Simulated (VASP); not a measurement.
# SiC (F-43m) in VASP: a series of runs

Runs on SiC. Level: LDA. Tasks: single point.

Program: VASP 6.6.1. These are calculated values, not measurements. Logs are shortened: lines on timing, memory, paths and dates and some standing lists are left out, and cuts for length are marked.

**Experimental background.**

From “Insight into the structural, elastic and electronic properties of a new orthorhombic 6O-SiC polytype”, 2020, pmc:7200658, for a bulk crystal of SiC: band gap 2.4 eV (indirect).

The runs below are set against these values where they give the same quantity.

## (1) The cell of the first run

The structure is cubic, space group F-43m (No. 216). Conventional cell: a = 4.348 Å, b = 4.348 Å, c = 4.348 Å, α = 90.00°, β = 90.00°, γ = 90.00°. Si (site symmetry -43m) has 4 C at 1.88 Å within 2.5 Å. Within 2.5 Å of C (site symmetry -43m) lie 4 Si at 1.88 Å.

## (2) Single point, LDA

INCAR

```
SYSTEM = SiC
  PREC = Accurate
  ENCUT = 520
  EDIFF = 1E-7
  ISMEAR = 0
  SIGMA = 0.05
  LREAL = .FALSE.
  LASPH = .TRUE.
  NELM = 60
  ALGO = Normal
  ISIF = 2
  LWAVE = .FALSE.
  LCHARG = .FALSE.
  GGA = CA
  NBANDS = 11
```

KPOINTS

```
regular mesh
0
G
  14 14 14
  0 0 0
```

POSCAR

```
SiC
1.0
    0.0000000000      2.1740000000      2.1740000000
    2.1740000000      0.0000000000      2.1740000000
    2.1740000000      2.1740000000      0.0000000000
Si C
1 1
Direct
    0.0000000000      0.0000000000      0.0000000000
    0.7500000000      0.7500000000      0.7500000000
```

Potentials or basis: VASP PAW LDA potentials, release 64 (Si, C).

Run with:

```sh
cat potpaw_LDA.64/Si/POTCAR potpaw_LDA.64/C/POTCAR > POTCAR
mpirun -np 1 vasp_std > vasp.out
```

OUTCAR:

```text
SYSTEM = SiC
   PREC = Accurate
   ENCUT = 520
   EDIFF = 1E-7
   ISMEAR = 0
   LREAL = .FALSE.
   LASPH = .TRUE.
   NELM = 60
   ISIF = 2
   GGA = CA

 ion  position               nearest neighbor table
   1  0.000  0.000  0.000-   2 1.88   2 1.88   2 1.88   2 1.88
   2  0.750  0.750  0.750-   1 1.88   1 1.88   1 1.88   1 1.88

  LATTYP: Found a face centered cubic cell.
 ALAT       =     4.3480000000

  Lattice vectors:

 A1 = (   0.0000000000,   2.1740000000,   2.1740000000)
 A2 = (   2.1740000000,   0.0000000000,   2.1740000000)
 A3 = (   2.1740000000,   2.1740000000,   0.0000000000)

Analysis of symmetry for initial positions (statically):
=====================================================================
 Subroutine PRICEL returns:
 Original cell was already a primitive cell.

 Routine SETGRP: Setting up the symmetry group for a
 face centered cubic supercell.

 Subroutine GETGRP returns: Found 24 space group operations
 (whereof 24 operations were pure point group operations)
 out of a pool of 48 trial point group operations.

The static configuration has the point symmetry T_d .

Analysis of symmetry for dynamics (positions and initial velocities):
=====================================================================
 Subroutine PRICEL returns:
 Original cell was already a primitive cell.

 Routine SETGRP: Setting up the symmetry group for a
 face centered cubic supercell.

 Subroutine GETGRP returns: Found 24 space group operations
 (whereof 24 operations were pure point group operations)
 out of a pool of 48 trial point group operations.

The dynamic configuration has the point symmetry T_d .

 Subroutine INISYM returns: Found 24 space group operations
 (whereof 24 operations are pure point group operations),
 and found     1 'primitive' translations

----------------------------------------------------------------------------------------

                                     Primitive cell

  volume of cell :      20.5498

  direct lattice vectors                    reciprocal lattice vectors
     0.000000000  2.174000000  2.174000000    -0.229990800  0.229990800  0.229990800
     2.174000000  0.000000000  2.174000000     0.229990800 -0.229990800  0.229990800
     2.174000000  2.174000000  0.000000000     0.229990800  0.229990800 -0.229990800

  length of vectors
     3.074500285  3.074500285  3.074500285     0.398355752  0.398355752  0.398355752

  position of ions in fractional coordinates (direct lattice)
     0.000000000  0.000000000  0.000000000
     0.750000000  0.750000000  0.750000000

  ion indices of the primitive-cell ions
   primitive index   ion index
                 1           1
                 2           2

----------------------------------------------------------------------------------------

 KPOINTS: regular mesh

Automatic generation of k-mesh.
 Grid dimensions read from file:
 generate k-points for:   14   14   14

 Generating k-lattice:

  Cartesian coordinates                     Fractional coordinates (reciprocal lattice)
    -0.016427914  0.016427914  0.016427914     0.071428571  0.000000000  0.000000000
     0.016427914 -0.016427914  0.016427914     0.000000000  0.071428571  0.000000000
     0.016427914  0.016427914 -0.016427914     0.000000000  0.000000000  0.071428571

  Length of vectors
     0.028453982  0.028453982  0.028453982

  Shift w.r.t. Gamma in fractional coordinates (k-lattice)
     0.000000000  0.000000000  0.000000000

 Subroutine IBZKPT returns following result:
 ===========================================

 Found    104 irreducible k-points:

 Following reciprocal coordinates:
            Coordinates               Weight
  0.000000  0.000000  0.000000      1.000000
  0.071429  0.000000  0.000000      8.000000
  0.142857  0.000000  0.000000      8.000000
  0.214286  0.000000  0.000000      8.000000
  0.285714  0.000000  0.000000      8.000000
  0.357143  0.000000  0.000000      8.000000
[... 16 lines left out ...]
  0.214286  0.142857  0.000000     24.000000
  0.285714  0.142857  0.000000     24.000000
 [... further k-points ...]
   k-points           NKPTS =    104   k-points in BZ     NKDIM =    104   number of bands    NBANDS=     11
   number of dos      NEDOS =    301   number of ions     NIONS =      2
   total plane-waves  NPLWV =  13824
   dimension x,y,z NGX =    24 NGY =   24 NGZ =   24
   dimension x,y,z NGXF=    48 NGYF=   48 NGZF=   48
   ions per type =               1   1
   NGX,Y,Z   is equivalent  to a cutoff of  12.98, 12.98, 12.98 a.u.
   NGXF,Y,Z  is equivalent  to a cutoff of  25.95, 25.95, 25.95 a.u.
 SYSTEM =  SiC
   PREC   = accura    normal or accurate (medium, high low for compatibility)
   ISTART =      0    job   : 0-new  1-cont  2-samecut
   ICHARG =      2    charge: 1-file 2-atom 10-const
   ISPIN  =      1    spin polarized calculation?
   LNONCOLLINEAR =      F non collinear calculations
   LSORBIT =      F    spin-orbit coupling
   LASPH  =      T    aspherical Exc in radial PAW
   ENCUT  =  520.0 eV  38.22 Ry    6.18 a.u.   5.72  5.72  5.72*2*pi/ulx,y,z
   NELM   =     60;   NELMIN=  2; NELMDL= -5     # of ELM steps
   EDIFF  = 0.1E-06   stopping-criterion for ELM
   LREAL  =      F    real-space projection
   EDIFFG = 0.1E-05   stopping-criterion for IOM
   NSW    =      0    number of steps for IOM
   IBRION =     -1    ionic relax: 0-MD 1-quasi-New 2-CG
   NFREE  =      0    steps in history (QN), initial steepest desc. (CG)
   ISIF   =      2    stress and relaxation
   ISYM   =      2    0-nonsym 1-usesym 2-fastsym
   POTIM  = 0.5000    time-step for ionic-motion
   TEBEG  =    0.0;   TEEND  =   0.0 temperature during run
   PSTRESS=    0.0 pullay stress
   NELECT =       8.0000    total number of electrons
   NUPDOWN=      -1.0000    fix difference up-down
   EMIN   =  10.00;   EMAX   =-10.00  energy-range for DOS
   EFERMI =   0.00;   METHOD = LEGACY
   ISMEAR =     0;   SIGMA  =   0.05  broadening in eV -4-tet -1-fermi 0-gaus
   EFERMI_NEDOS =   21; number of points for ismear=-14 and -15
   IALGO  =     38    algorithm
   IMIX   =      4    mixing-type and parameters
     AMIX     =   0.40;   BMIX     =  1.00
     AMIX_MAG =   1.60;   BMIX_MAG =  1.00
  volume/ion in A,a.u.               =      10.27        69.34
  Fermi-wavevector in a.u.,A,eV,Ry     =   1.195369  2.258920 19.441458  1.428907
  Thomas-Fermi vector in A             =   2.331336
   LORBIT       =      0    0 simple, 1 ext, 2 COOP (PROOUT), +10 PAW based schemes
   GGA     = CA    functional components
   LHFCALC =     F    Hartree Fock is set to
   AEXX    =    0.0000 exact exchange contribution
   IVDW    =     0    specifies the selected vdW correction
   LEPSILON=     F    determine dielectric tensor
   LRPA    =     F    only Hartree local field effects (RPA)
 non-spin polarized calculation
 Gauss-broadening in eV      SIGMA  =   0.05
  energy-cutoff  :      520.00
  volume of cell :       20.55
 maximum number of plane-waves:       568
   NGX = 11   NGY = 11   NGZ = 11

 number of electron       8.0000001 magnetization

 Free energy of the ion-electron system (eV)
  ---------------------------------------------------
  ext. energy  EPLUGINS =         0.00000000
  ---------------------------------------------------
  free energy    TOTEN  =       -16.64095403 eV

  energy without entropy =      -16.64095403  energy(sigma->0) =      -16.64095403

 E-fermi :   8.4415     XC(G=0): -11.5859

 val. band max:        8.1401930351   @ k =   0.0000   0.0000   0.0000
 cond. band min:       9.4390762443   @ k =   0.5000   0.5000   0.0000
 fundamental gap:      1.2988832092
 Fermi energy:         8.4415292121

 k-point     1 :       0.0000    0.0000    0.0000
  band No.  band energies     occupation
      1      -7.2294      2.00000
      2       8.1402      2.00000
      3       8.1402      2.00000
      4       8.1402      2.00000
      5      14.5133      0.00000
      6      15.3798      0.00000
      7      15.3798      0.00000
      8      15.3798      0.00000
      9      22.6399      0.00000
     10      22.6399      0.00000
     11      24.4178      0.00000

 k-point     2 :       0.0714    0.0000    0.0000
  band No.  band energies     occupation
      1      -7.1287      2.00000
      2       7.5994      2.00000
      3       8.0690      2.00000
      4       8.0690      2.00000
      5      14.6890      0.00000
      6      15.4883      0.00000
      7      15.5121      0.00000
      8      15.5121      0.00000
      9      22.0286      0.00000
     10      22.0286      0.00000
     11      24.4228      0.00000

 k-point     3 :       0.1429    0.0000    0.0000
  band No.  band energies     occupation
      1      -6.8286      2.00000
      2       6.3007      2.00000
      3       7.8844      2.00000
      4       7.8844      2.00000
      5      14.6026      0.00000
      6      15.8073      0.00000
      7      15.8073      0.00000
      8      16.1783      0.00000
      9      21.2339      0.00000
     10      21.2339      0.00000
     11      23.8832      0.00000

 k-point     4 :       0.2143    0.0000    0.0000
  band No.  band energies     occupation
      1      -6.3358      2.00000
      2       4.6932      2.00000
      3       7.6489      2.00000
      4       7.6489      2.00000
      5      14.2986      0.00000
      6      15.9976      0.00000
      7      15.9976      0.00000
      8      17.0753      0.00000
      9      21.0171      0.00000
     10      21.0171      0.00000
     11      23.3104      0.00000

 k-point     5 :       0.2857    0.0000    0.0000
  band No.  band energies     occupation
      1      -5.6661      2.00000
      2       3.0286      2.00000
      3       7.4210      2.00000
      4       7.4210      2.00000
      5      14.0016      0.00000
      6      15.8922      0.00000
      7      15.8922      0.00000
      8      17.7466      0.00000
      9      21.6048      0.00000
     10      21.6048      0.00000
     11      23.1202      0.00000
[... 211 lines left out ...]
 k-point    21 :      -0.0714    0.0714    0.0000
  band No.  band energies     occupation
      1      -6.9615      2.00000
      2       7.0131      2.00000
      3       7.6079      2.00000
      4       8.1088      2.00000
      5      14.9045      0.00000
      6      15.3336      0.00000
      7      15.5426      0.00000
      8      16.1818      0.00000
      9      20.9280      0.00000
     10      21.9065      0.00000
     11      24.9478      0.00000

 k-point    22 :       0.1429    0.1429    0.0000
  band No.  band energies     occupation
      1      -6.6948      2.00000
      2       6.7791      2.00000
      3       7.2633      2.00000
      4       7.2633      2.00000
      5      13.9990      0.00000
      6      15.5195      0.00000
      7      16.7148      0.00000
      8      16.7148      0.00000
      9      19.2199      0.00000
     10      23.2373      0.00000
     11      26.3990      0.00000

 k-point    23 :       0.2143    0.1429    0.0000
  band No.  band energies     occupation
      1      -6.3322      2.00000
      2       5.6815      2.00000
      3       6.9270      2.00000
      4       7.1037      2.00000
      5      13.6293      0.00000
      6      15.5597      0.00000
      7      17.0103      0.00000
      8      17.2239      0.00000
      9      19.2156      0.00000
     10      23.2492      0.00000
     11      25.9314      0.00000

 k-point    24 :       0.2857    0.1429    0.0000
  band No.  band energies     occupation
      1      -5.7832      2.00000
      2       4.2113      2.00000
      3       6.6614      2.00000
      4       6.8353      2.00000
      5      13.4551      0.00000
      6      15.7652      0.00000
      7      16.8193      0.00000
      8      17.4227      0.00000
      9      20.0795      0.00000
     10      23.4630      0.00000
     11      25.3966      0.00000

 [... further k-points ...]

------------------------ aborting loop because EDIFF is reached ----------------------------------------

  FORCE on cell =-STRESS in cart. coord.  units (eV):
  Direction    XX          YY          ZZ          XY          YZ          ZX
  --------------------------------------------------------------------------------------
  -------------------------------------------------------------------------------------
  Total       -0.3265945     -0.3265945     -0.3265945      0.0000000      0.0000000      0.0000000
  in kB      -25.4630728    -25.4630728    -25.4630728      0.0000000      0.0000000      0.0000000
  external PRESSURE =     -25.4630728 kB  Pullay stress =       0.0000000 kB

 VOLUME and BASIS-vectors are now :
 -----------------------------------------------------------------------------
  energy-cutoff  :      520.00
  volume of cell :       20.55
      direct lattice vectors                 reciprocal lattice vectors
     0.000000000  2.174000000  2.174000000    -0.229990800  0.229990800  0.229990800
     2.174000000  0.000000000  2.174000000     0.229990800 -0.229990800  0.229990800
     2.174000000  2.174000000  0.000000000     0.229990800  0.229990800 -0.229990800

 POSITION                                       TOTAL-FORCE (eV/Angst)
 -----------------------------------------------------------------------------------
      0.00000      0.00000      0.00000         0.000000      0.000000      0.000000
      3.26100      3.26100      3.26100        -0.000000     -0.000000     -0.000000
 -----------------------------------------------------------------------------------
    total drift:                               -0.000000     -0.000000     -0.000000

  FREE ENERGIE OF THE ION-ELECTRON SYSTEM (eV)
  ---------------------------------------------------
  free  energy   TOTEN  =       -16.6409540347 eV

  energy  without entropy=      -16.6409540347  energy(sigma->0) =      -16.64095403
```

Wall time 39 s (1 thread of AMD EPYC 7R13, shared host); peak memory 0.11 GiB.

Results:

```yaml
Free_energy: -16.6410 eV
Pressure: -2.5 GPa
Band_gap_on_the_k_mesh: 1.30 eV, indirect (least direct gap 4.51 eV)
```

[end of part 1 of 2]
